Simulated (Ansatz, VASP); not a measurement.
This is a calculation of BiTe for VASP 6.6.1.

The input INCAR:

```
SYSTEM = BiTe
PREC = Accurate
ENCUT = 520
EDIFF = 1E-7
ISMEAR = 0
SIGMA = 0.01
LREAL = .FALSE.
LASPH = .TRUE.
NELM = 150
ALGO = Normal
ISIF = 2
LWAVE = .FALSE.
LCHARG = .FALSE.
MAGMOM = 0 0 0 0 0 0
LORBIT = 11
LSORBIT = .TRUE.
GGA_COMPAT = .FALSE.
LORBMOM = .TRUE.
GGA = PS
NBANDS = 33
```

The input KPOINTS:

```
Automatic mesh
0
G
  5 5 5
  0 0 0
```

File POSCAR:

```
BiTe
1.0
    0.0000000000      3.2775706714      3.2775706714
    3.2775706714      0.0000000000      3.2775706714
    3.2775706714      3.2775706714      0.0000000000
Bi Te
1 1
Direct
    0.0000000000      0.0000000000      0.0000000000
    0.5000000000      0.5000000000      0.5000000000
```

Potentials or basis: VASP PAW PBE potentials, release 64 (Bi_d, Te).

Command:

```sh
$ cat potpaw_PBE.64/Bi_d/POTCAR potpaw_PBE.64/Te/POTCAR > POTCAR
$ mpirun -np 1 vasp_ncl > vasp.out
```

Problem. Translate it to Ansatz 0.2.0. Potentials there: all-electron LAPW, relativistic spinors.

Solution. As run (the cutoff follows the program's own potentials):

Contents of input.yaml:

```yaml
crystal:
  lattice:
    - [0.0, 3.2775706714, 3.2775706714]
    - [3.2775706714, 0.0, 3.2775706714]
    - [3.2775706714, 3.2775706714, 0.0]
  atoms:
    - { symbol: Bi, position: [0.0, 0.0, 0.0] }
    - { symbol: Te, position: [0.5, 0.5, 0.5] }
kpoints:
  mp_grid: { grid: [5, 5, 5] }
scf:
  occupations: { method: gaussian, width: 0.01 }
hamiltonian:
  xc: pbesol
  pseudopotentials: { kind: all_electron, lapw: { basis_error: 0.001 } }
magnetization:
  noncollinear: true
  spin_orbit: true
output:
  forces: true
  stress: true
  eigenvalues: true
```

Potentials or basis: all-electron LAPW, relativistic spinors.

The run is started by

```sh
$ ansatz run input.yaml --threads 1 --pin off --max-ram 3072MiB --backend cpu --events-out ev --progress --plain --runs-dir out
```

Both were run:

|  | VASP | Ansatz | Ansatz less VASP |
| --- | --- | --- | --- |
| pressure (GPa) | -1.5 | -1.3 | +0.19 |

VASP's potentials were made for PBE, not for PBEsol. Ansatz ran all-electron here, and VASP with PAW potentials.

Noted on Ansatz's run: the k mesh is thin for a metal, which can move the energy by tens of meV per atom.
